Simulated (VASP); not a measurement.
# ZnS (R3m) in VASP: further runs, part 2 of 2

VASP 6.6.1. Earlier steps stand in the parts before.

## Step 4: Single point, PBEsol

Input file INCAR:

```
SYSTEM = ZnS
PREC = Accurate ; ENCUT = 520
EDIFF = 1E-7 ; ISMEAR = 0
SIGMA = 0.01 ; LREAL = .FALSE.
LASPH = .TRUE. ; NELM = 60
ALGO = Normal ; ISIF = 2
LWAVE = .FALSE. ; LCHARG = .FALSE.
GGA = PS ; NBANDS = 36
```

Input file KPOINTS:

```
regular mesh
0
G
  8 8 8
  0 0 0
```

Input file POSCAR:

```
ZnS
1.0
    1.9030712000      1.0987386700      9.3519478300
   -1.9030712000      1.0987386700      9.3519478300
    0.0000000000     -2.1974773400      9.3519478300
Zn S
3 3
Direct
    0.9999711400      0.9999711400      0.9999711400
    0.2222694100      0.2222694100      0.2222694100
    0.4446134400      0.4446134400      0.4446134400
    0.0832671700      0.0832671700      0.0832671700
    0.5278423000      0.5278423000      0.5278423000
    0.3053625400      0.3053625400      0.3053625400
```

Potentials or basis: VASP PAW PBE potentials, release 64 (Zn, S).

Launch:

```bash
$ cat potpaw_PBE.64/Zn/POTCAR potpaw_PBE.64/S/POTCAR > POTCAR
$ mpirun -np 1 vasp_std > vasp.out
```

OUTCAR:

```text
SYSTEM = ZnS
   PREC = Accurate
   ENCUT = 520
   EDIFF = 1E-7
   ISMEAR = 0
   LREAL = .FALSE.
   LASPH = .TRUE.
   NELM = 60
   ISIF = 2
   GGA = PS

 ion  position               nearest neighbor table
   1  1.000  1.000  1.000-   6 2.33   6 2.33   6 2.33   4 2.34
   2  0.222  0.222  0.222-   6 2.33   5 2.33   5 2.33   5 2.33
   3  0.445  0.445  0.445-   4 2.33   4 2.33   4 2.33   5 2.34
   4  0.083  0.083  0.083-   3 2.33   3 2.33   3 2.33   1 2.34
   5  0.528  0.528  0.528-   2 2.33   2 2.33   2 2.33   3 2.34
   6  0.305  0.305  0.305-   2 2.33   1 2.33   1 2.33   1 2.33

[... 1142 lines left out ...]
  -------------------------------------------------------------------------------------
  Total       -0.8358503     -0.8358503     -0.8091426      0.0000000      0.0000000     -0.0000000
  in kB      -11.4139595    -11.4139595    -11.0492519      0.0000000      0.0000000     -0.0000000
  external PRESSURE =     -11.2923903 kB  Pullay stress =       0.0000000 kB

 VOLUME and BASIS-vectors are now :
 -----------------------------------------------------------------------------
  energy-cutoff  :      520.00
  volume of cell :      117.33
      direct lattice vectors                 reciprocal lattice vectors
     1.903071200  1.098738670  9.351947830     0.262733207  0.151689088  0.035643199
    -1.903071200  1.098738670  9.351947830    -0.262733207  0.151689088  0.035643199
     0.000000000 -2.197477340  9.351947830     0.000000000 -0.303378176  0.035643199

 POSITION                                       TOTAL-FORCE (eV/Angst)
 -----------------------------------------------------------------------------------
      0.00000      0.00000     28.05503         0.000000      0.000000     -0.002337
      0.00000      0.00000      6.23596         0.000000      0.000000     -0.000437
      0.00000      0.00000     12.47401         0.000000     -0.000000     -0.012114
      0.00000      0.00000      2.33613         0.000000     -0.000000      0.004772
      0.00000      0.00000     14.80906         0.000000     -0.000000      0.001181
      0.00000      0.00000      8.56720         0.000000     -0.000000      0.008936
 -----------------------------------------------------------------------------------
    total drift:                               -0.000000      0.000000      0.000334

  FREE ENERGIE OF THE ION-ELECTRON SYSTEM (eV)
  ---------------------------------------------------
  free  energy   TOTEN  =       -22.7509495576 eV

  energy  without entropy=      -22.7509495576  energy(sigma->0) =      -22.75094956
```

OSZICAR:

```text
N       E                     dE             d eps       ncg     rms          rms(c)
DAV:   1     0.409775420194E+03    0.40978E+03   -0.25302E+04  4680   0.181E+03
DAV:   2     0.254798277482E+02   -0.38430E+03   -0.36906E+03  4724   0.401E+02
DAV:   3    -0.221498435431E+02   -0.47630E+02   -0.47053E+02  5220   0.136E+02
DAV:   4    -0.239405979758E+02   -0.17908E+01   -0.17845E+01  5760   0.264E+01
DAV:   5    -0.239675414641E+02   -0.26943E-01   -0.26931E-01  5648   0.327E+00    0.118E+01
DAV:   6    -0.227457035016E+02    0.12218E+01   -0.28777E+00  6704   0.433E+01    0.906E+00
DAV:   7    -0.227796265538E+02   -0.33923E-01   -0.25067E+00  5164   0.765E+00    0.359E+00
DAV:   8    -0.227521794035E+02    0.27447E-01   -0.93756E-02  6152   0.296E+00    0.913E-01
DAV:   9    -0.227506303130E+02    0.15491E-02   -0.31476E-02  6228   0.213E+00    0.277E-01
DAV:  10    -0.227507532355E+02   -0.12292E-03   -0.15802E-03  6408   0.547E-01    0.175E-01
DAV:  11    -0.227509559612E+02   -0.20273E-03   -0.46364E-04  5340   0.449E-01    0.899E-02
DAV:  12    -0.227509466743E+02    0.92869E-05   -0.17617E-04  5756   0.373E-01    0.236E-02
DAV:  13    -0.227509463792E+02    0.29508E-06   -0.31641E-05  6224   0.592E-02    0.129E-02
DAV:  14    -0.227509489202E+02   -0.25410E-05   -0.59348E-06  5664   0.345E-02    0.611E-03
DAV:  15    -0.227509495636E+02   -0.64343E-06   -0.17384E-06  5240   0.309E-02    0.346E-03
DAV:  16    -0.227509495576E+02    0.59563E-08   -0.22682E-07  4736   0.509E-03
   1 F= -.22750950E+02 E0= -.22750950E+02  d E =-.351460E-38
```

Run time: 27 min. Hardware: 1 thread of Intel Xeon Platinum 8375C at 2.90GHz (Ice Lake), shared host; peak memory 0.82 GiB.

What came out:

| Property | Result |
| --- | --- |
| Free energy | -22.7509 eV |
| Pressure | -1.1 GPa |
| Largest force | 0.012 eV/Å |
| Band gap on the k mesh | 2.06 eV |

Forces on the atoms (eV/Å):
```
Zn   0.000  0.000 -0.002
Zn   0.000  0.000  0.000
Zn   0.000  0.000 -0.012
S    0.000  0.000  0.005
S    0.000  0.000  0.001
S    0.000  0.000  0.009
```

Levels at points of the mesh, in eV from the valence-band top:
```
           k point  band 23  band 24  band 25  band 26  band 27  band 28  band 29  band 30  band 31  band 32
(0.00, 0.00, 0.00)    -0.70    -0.70    -0.06     0.00     0.00     2.06     3.21     3.36     6.23     6.23
(0.50, 0.00, 0.00)    -2.20    -1.98    -1.97    -1.33    -0.90     3.19     3.78     3.94     4.78     5.17
(0.50, 0.50, 0.00)    -2.28    -1.92    -1.30    -1.29    -1.29     3.21     3.51     4.16     4.85     5.70
(0.50, 0.50, 0.50)    -0.91    -0.26    -0.26    -0.24    -0.24     3.06     3.19     3.33     6.16     6.23
```

Caveat: the PAW data sets were made with another functional, which shifts forces and pressure a little. A k mesh can miss the band edges.

## Step 5: The runs side by side

```tsv
k mesh	gap on the mesh (eV)	pressure (GPa)	largest force (eV/Å)
2 × 2 × 2	1.99	2.0	0.25
4 × 4 × 4	2.06	-0.9	0.01
8 × 8 × 8	2.06	-1.1	0.01
```

Alike in all rows: task single point; level PBEsol; potentials or basis VASP PAW PBE potentials, release 64 (Zn, S); no spin polarisation; cell as given; cutoff (eV) 520; smearing gaussian 0.01 eV.

Caveats: some runs use coarse meshes; the PAW data sets were made with another functional, which shifts forces and pressure a little.

Absolute energies hang on the potentials; compare differences alone.
